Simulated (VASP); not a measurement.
Here is a VASP 6.6.1 calculation.

The input INCAR:

```
SYSTEM = Si2Ge3
PREC = Accurate ; ENCUT = 520
EDIFF = 1E-6 ; ISMEAR = 0
SIGMA = 0.1 ; LREAL = .False.
LASPH = .True. ; NELM = 100
ALGO = Normal ; ISIF = 2
LWAVE = .False. ; LCHARG = .False.
GGA = PE ; NBANDS = 33
```

KPOINTS

```
regular mesh
0
Gamma
  4 4 4
  0 0 0
```

Contents of POSCAR:

```
Si2Ge3
1.0
    3.7913843600      0.0000000000      0.0000000000
    0.0000000000      3.7913843600      0.0000000000
    0.0000000000      0.0000000000      5.5842497900
Si Ge
2 3
Direct
    0.0000000000      0.0000000000      0.7211286400
    0.5000000000      0.5000000000      0.2898103300
    0.5000000000      0.0000000000      0.9934612500
    0.0000000000      0.5000000000      0.9934612500
    0.0000000000      0.0000000000      0.2721384500
```

Potentials or basis: VASP PAW PBE potentials, release 64 (Si, Ge_d).

Run with:

```console
$ cat potpaw_PBE.64/Si/POTCAR potpaw_PBE.64/Ge_d/POTCAR > POTCAR
$ mpirun -np 1 vasp_std > vasp.out
```

Task: Estimate the pressure.

Result: 34.3 GPa.

Task: Predict the band gap on the k mesh.

Result: Zero (bands 25 and 26 overlap by 1.67 eV).

Task: What does it give for the largest force?

Result: 5.869 eV/Å.

Stress tensor (GPa, compression positive):
```
33.74  0.00  0.00
 0.00 33.74  0.00
 0.00  0.00 35.56
```

Caveat: the k points lie up to 0.41 Å⁻¹ apart, too coarse for converged energies and pressures of a metal; forces of over 1 eV/Å act on the atoms, so gaps and moduli don't describe the material at rest.
